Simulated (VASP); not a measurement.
Here is a VASP 6.6.1 calculation.

The input INCAR:

```
SYSTEM = MgCd2O3
PREC = Accurate ; ENCUT = 520
EDIFF = 1E-6 ; ISMEAR = 0
SIGMA = 0.1 ; LREAL = .False.
LASPH = .True. ; NELM = 60
ALGO = Normal ; ISIF = 2
LWAVE = .False. ; LCHARG = .True.
GGA = PE ; LELF = .True.
LVHAR = .True. ; NBANDS = 31
```

The input KPOINTS:

```
regular mesh
0
Gamma
  6 6 2
  0 0 0
```

POSCAR

```
MgCd2O3
1.0
    3.2374909659     -0.0000000027      0.0000000000
   -1.6187454807      2.8037494223      0.0000000000
    0.0000000000      0.0000000000      8.0897816089
Mg Cd O
1 2 3
Direct
    0.0000000000      0.0000000000      0.5000000000
    0.6666666667      0.3333333333      0.8231970025
    0.3333333333      0.6666666667      0.1768029975
    0.3333333333      0.6666666667      0.6414643922
    0.6666666667      0.3333333333      0.3585356078
    0.0000000000      0.0000000000      0.0000000000
```

Potentials or basis: VASP PAW PBE potentials, release 64 (Mg, Cd, O).

The run is started by

```bash
$ cat potpaw_PBE.64/Mg/POTCAR potpaw_PBE.64/Cd/POTCAR potpaw_PBE.64/O/POTCAR > POTCAR
$ mpirun -np 1 vasp_std > vasp.out
```

(1) Predict the pressure.

(2) Predict the band gap on the k mesh.

(3) What does it give for the largest force?

Results:

(1) 0.8 GPa.

(2) 0.59 eV.

(3) 0.110 eV/Å.
